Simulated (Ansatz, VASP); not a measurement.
## One calculation of CdS, two programs

```
Cd S
1.0
     2.88049    2.88049    0.00000
    -2.88049    2.88049    0.00000
     0.00000    2.88049    3.02347
Cd S
1 1
Direct
  0.00000 0.00000 0.00000
  0.75000 0.25000 0.50000
```

Change from the starting cell: film at in-plane strain -0.02.

Alike in both runs: task single point; functional r2SCAN; k mesh 8 × 8 × 8; no spin polarisation.

|  | VASP | Ansatz |
| --- | --- | --- |
| version | VASP 6.6.1 | Ansatz 0.2.0 |
| potentials or method | VASP PAW PBE potentials, release 64 (Cd, S) | PAW with Ansatz's default frozen-core files, scalar-relativistic |
| plane-wave cutoff (eV) | 520 | 500 |
| occupations | gaussian, width 0.01 eV | fixed |
| valence electrons in the cell | 18 | 26 |

VASP gave:

| Property | Result |
| --- | --- |
| gap on the k mesh at the Fermi level (eV) | 1.51 |
| pressure (GPa) | 1.0 |
| traceless stress, the component that is largest in VASP (GPa) | -0.64 |

Task: What did Ansatz give for the same quantities?

Result: gap on the k mesh at the Fermi level (eV): 1.51; pressure (GPa): 0.7; traceless stress, the component that is largest in VASP (GPa): -0.65.

VASP's potentials were made for PBE, not for r2SCAN. VASP's potentials hold 18 valence electrons a cell and Ansatz's 26, so a difference there can come from the potentials and not from the codes.
